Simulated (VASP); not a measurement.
HfC:

```xyz
2
Lattice="2.6121 0.0000 0.0000 -1.3060 2.2621 0.0000 0.0000 0.0000 6.3649" Properties=species:S:1:pos:R:3 pbc="T T T"
Hf    1.3060    0.7540    2.2745
C     0.0000    1.5081    0.3519
```

| Quantity | Value |
| --- | --- |
| Program | VASP 6.6.1 |
| Task | relaxation of cell and atoms |
| Functional | PBE |
| Potentials or basis | VASP PAW PBE potentials, release 64 (Hf_pv, C) |
| Cutoff | 600 eV |
| k mesh | 6 × 6 × 4 |
| Occupations | gaussian, width 0.1 eV |
| Spin | no spin polarisation |

At the start: pressure 15.6 GPa; volume 18.80 Å³/atom.

Q: Where does the relaxation end?

A: Over 26 steps the energy falls by 3195.7 meV/atom and the volume is 13.21 Å³/atom (-29.7 %); space group P3m1 (No. 156, to 0.05 Å).

The path:
| step | energy change (eV) | largest force (eV/Å) | pressure (GPa) | volume (Å³) |
| --- | --- | --- | --- | --- |
| 1 | 0.0000 | 0.6534 | 15.56 | 37.61 |
| 2 | -1.0560 | 2.5334 | -8.21 | 47.84 |
| 3 | -1.0851 | 2.7402 | -9.80 | 49.21 |
| 4 | -2.7855 | 4.2852 | -11.63 | 48.18 |
| 5 | -4.6997 | 0.9861 | -13.86 | 44.23 |
| 6 | -4.8581 | 0.1456 | -14.26 | 42.88 |
| 7 | -4.8078 | 3.5555 | 22.44 | 32.67 |
| 8 | -5.1278 | 1.4348 | -0.91 | 37.56 |
| 9 | -5.4084 | 1.7216 | -0.34 | 34.59 |
| 10 | -5.6718 | 2.7124 | 22.85 | 26.08 |
| 11 | -5.7501 | 2.4866 | 8.82 | 29.49 |
| 12 | -5.7770 | 2.6254 | 13.59 | 28.01 |
| 13 | -5.9023 | 2.1813 | 10.33 | 27.75 |
| 14 | -6.0227 | 1.3043 | 5.86 | 27.11 |
| 15 | -6.1401 | 0.9430 | 2.09 | 27.42 |
| 16 | -6.2976 | 0.1069 | -7.90 | 28.31 |
| 17 | -6.2994 | 0.0561 | -8.75 | 28.39 |
| 18 | -6.3493 | 0.2065 | -4.24 | 27.57 |
| 19 | -6.3705 | 0.3457 | 1.36 | 26.67 |
| 20 | -6.3753 | 0.2852 | 0.83 | 26.66 |
| 21 | -6.3824 | 0.2060 | -0.50 | 26.63 |
| 22 | -6.3624 | 0.0956 | -2.20 | 26.55 |
| 23 | -6.3831 | 0.1405 | -0.87 | 26.62 |
| 24 | -6.3882 | 0.0624 | -0.21 | 26.46 |
| 25 | -6.3903 | 0.0087 | 0.69 | 26.28 |
| 26 | -6.3914 | 0.0072 | -0.24 | 26.42 |

Final structure:
```
Hf C
1.0
     3.24900    0.00000    0.00000
    -1.62450    2.81371    0.00000
     0.00000    0.00000    2.89029
Hf C
1 1
Cartesian
  1.6245 0.9379 1.2577
  0.0000 1.8758 2.8252
```

Caveat: the k points lie up to 0.54 Å⁻¹ apart in the final cell; the volume moved by over 15 % at a fixed basis, so the end points are rough.
